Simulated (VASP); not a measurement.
Write the native input for VASP 6.6.1 that does the following.

```yaml
Task: relaxation of cell and atoms
Functional: PBE
Potentials_or_basis: VASP PAW PBE potentials, release 64 (Ga_d, H)
Cutoff: 600 eV
k_mesh: 4 × 4 × 4
Occupations: gaussian, width 0.1 eV
Spin: no spin polarisation
Dipole_correction: no
Further_INCAR_settings: ALGO = Normal; EDIFF = 1e-06; IBRION = 2; EDIFFG = -0.04; NSW = 90; ISIF = 3
```

The structure of GaH6 lies in POSCAR:

```
GaH6
1.0
    3.9250345000      0.0000000000      0.0000000000
    0.0000000000      3.9250345000      0.0000000000
    0.0000000000      0.0000000000      3.9250345000
Ga H
1 6
Direct
    0.0000000000      0.0000000000      0.0000000000
    0.1975000100      0.5000000000      0.5000000000
    0.5000000000      0.1975000100      0.5000000000
    0.8024999900      0.5000000000      0.5000000000
    0.5000000000      0.8024999900      0.5000000000
    0.5000000000      0.5000000000      0.1975000100
    0.5000000000      0.5000000000      0.8024999900
```

The cell was built from a structure type or drawn by symmetry, and may not be a known phase.

These files were run (other wordings do the same):

INCAR

```
ALGO     = Normal         # electronic algorithm
EDIFF    = 1E-6           # SCF threshold, eV
EDIFFG   = -0.04          # ionic threshold
ENCUT    = 600            # plane-wave cutoff, eV
GGA      = PE             # functional
IBRION   = 2              # ionic algorithm
ISIF     = 3              # what is computed and relaxed
ISMEAR   = 0              # smearing method
LASPH    = T              # aspherical terms in the spheres
LCHARG   = F              # write CHGCAR
LREAL    = F              # projectors in reciprocal space
LWAVE    = F              # write WAVECAR
NELM     = 60             # most SCF steps
NSW      = 90             # ionic steps
PREC     = Accurate       # precision mode
SIGMA    = 0.1            # smearing width, eV
```

KPOINTS

```
k-points
0
Gamma
  4 4 4
```

Potentials or basis: VASP PAW PBE potentials, release 64 (Ga_d, H).

The run is started by

```sh
$ cat potpaw_PBE.64/Ga_d/POTCAR potpaw_PBE.64/H/POTCAR > POTCAR
$ mpirun -np 1 vasp_std > vasp.out
```

Results of the run:

* Relaxed volume: 13.36 Å³/atom
* Relaxed cell: a = 4.539 Å, b = 4.539 Å, c = 4.539 Å, α = 90.00°, β = 90.00°, γ = 90.00°
* Space group after relaxing (to 0.1 Å): Pm-3m (No. 221)
* Pressure after relaxing: 0.0 GPa

Caveat: the k points lie up to 0.35 Å⁻¹ apart in the final cell; the volume moved by over 15 % at a fixed basis, so the end points are rough; the highest band is partly filled, so the run has too few bands.

Run time: 3 min on 1 thread of Intel Xeon 8259CL (shared host), peak memory 0.19 GiB.
